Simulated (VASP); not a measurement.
A run of VASP 6.6.1 is set up as follows.

The input INCAR:

```
PREC = Accurate ; ENCUT = 520
EDIFF = 1E-7 ; ISMEAR = -1
SIGMA = 0.08 ; LREAL = F
LASPH = T ; NELM = 150
ALGO = Normal ; ISIF = 2
LWAVE = F ; LCHARG = T
ISPIN = 2 ; MAGMOM = 2.5 2.5 2.5 2.5
LORBIT = 11 ; LMAXMIX = 4
GGA = PE ; LELF = T
LVHAR = T ; NBANDS = 28
```

File KPOINTS:

```
regular mesh
0
Gamma
  15 15 4
```

Contents of POSCAR:

```
Fe
1.0
    2.4353166527      0.0000000000      0.0000000000
   -1.2176583264      2.1090460875      0.0000000000
    0.0000000000      0.0000000000      7.8729481826
Fe
4
Direct
    0.0000000000      0.0000000000      0.0000000000
    0.0000000000      0.0000000000      0.5000000000
    0.3333333333      0.6666666667      0.2500000000
    0.6666666667      0.3333333333      0.7500000000
```

Potentials or basis: VASP PAW PBE potentials, release 64 (Fe).

Command:

```console
$ cat potpaw_PBE.64/Fe/POTCAR > POTCAR
$ mpirun -np 1 vasp_std > vasp.out
```

Question: Estimate the net moment.

Answer: 1.17 μB per cell.

Question: Predict the pressure.

Answer: 5.2 GPa.

Question: What does it give for the site moments?

Answer: Fe -0.15, +0.73 (each value once) μB.

Stress tensor (GPa, compression positive):
```
5.16 0.00 0.00
0.00 5.16 0.00
0.00 0.00 5.29
```

Caveat: the cell stands under pressure.
